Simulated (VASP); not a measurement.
Wanted: the native input for a VASP 6.6.1 run.

| Item | Value |
| --- | --- |
| Task | single point |
| Functional | PBEsol |
| Potentials or basis | VASP PAW PBE potentials, release 64 (Sc_sv, Al) |
| Cutoff | 520 eV |
| k mesh | 12 × 12 × 12 |
| Occupations | gaussian, width 0.1 eV |
| Spin | no spin polarisation |
| Dipole correction | no |
| Further INCAR settings | ALGO = Fast; EDIFF = 1e-06; NBANDS = 14 |

The structure of ScAl lies in POSCAR:

```
ScAl
1.0
    3.3703489700      0.0000000000      0.0000000000
    0.0000000000      3.3703489700      0.0000000000
    0.0000000000      0.0000000000      3.3703489700
Sc Al
1 1
Direct
    0.5000000000      0.5000000000      0.5000000000
    0.0000000000      0.0000000000      0.0000000000
```

These files were run (other wordings do the same):

INCAR

```
SYSTEM = ScAl
ALGO     = Fast           ! electronic algorithm
EDIFF    = 1E-6           ! SCF threshold, eV
ENCUT    = 520            ! plane-wave cutoff, eV
GGA      = PS             ! functional
ISIF     = 2              ! what is computed and relaxed
ISMEAR   = 0              ! smearing method
LASPH    = .TRUE.         ! aspherical terms in the spheres
LCHARG   = .FALSE.        ! write CHGCAR
LREAL    = .FALSE.        ! projectors in reciprocal space
LWAVE    = .FALSE.        ! write WAVECAR
NBANDS   = 14             ! bands
NELM     = 100            ! most SCF steps
PREC     = Accurate       ! precision mode
SIGMA    = 0.1            ! smearing width, eV
```

KPOINTS

```
k-points
0
G
  12 12 12
  0 0 0
```

Potentials or basis: VASP PAW PBE potentials, release 64 (Sc_sv, Al).

Command:

```console
$ cat potpaw_PBE.64/Sc_sv/POTCAR potpaw_PBE.64/Al/POTCAR > POTCAR
$ mpirun -np 1 vasp_std > vasp.out
```

It gave:

```yaml
Pressure: -1.7 GPa
Band_gap_on_the_k_mesh: zero (bands 7 and 8 overlap by 1.18 eV)
```

Caveat: the PAW data sets were made with another functional, which shifts forces and pressure a little.

It took 72 s on 1 thread of Intel Xeon 8259CL (shared host), peak memory 0.18 GiB.
